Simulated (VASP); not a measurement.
A run of VASP 6.6.1:

File INCAR:

```
SYSTEM = TaGe3Ru
PREC = Accurate
ENCUT = 520
EDIFF = 1E-6
ISMEAR = 0
SIGMA = 0.1
LREAL = .FALSE.
LASPH = .TRUE.
NELM = 60
ALGO = Normal
ISIF = 2
LWAVE = .FALSE.
LCHARG = .FALSE.
GGA = PE
NBANDS = 42
```

Contents of KPOINTS:

```
regular mesh
0
G
  6 6 2
  0 0 0
```

The input POSCAR:

```
TaGe3Ru
1.0
    3.4723929213      0.0000000000      0.0000000000
    0.0000000000      3.4723929213      0.0000000000
    0.0000000000      0.0000000000      7.7191885930
Ta Ge Ru
1 3 1
Direct
    0.5000000000      0.5000000000      0.5000000000
    0.0000000000      0.0000000000      0.8333779727
    0.0000000000      0.0000000000      0.1666220273
    0.0000000000      0.0000000000      0.5000000000
    0.5000000000      0.5000000000      0.0000000000
```

Potentials or basis: VASP PAW PBE potentials, release 64 (Ta_pv, Ge_d, Ru_pv).

Run with:

```sh
$ cat potpaw_PBE.64/Ta_pv/POTCAR potpaw_PBE.64/Ge_d/POTCAR potpaw_PBE.64/Ru_pv/POTCAR > POTCAR
$ mpirun -np 1 vasp_std > vasp.out
```

Hardware: 1 thread of Intel Xeon 8259CL (shared host).

Problem. How long does it take, and how much memory?

Solution. Run time: 2.7 min on 1 thread of Intel Xeon 8259CL, on a shared host, peak memory 0.25 GiB. Counts: scf iterations 15, k points 20.
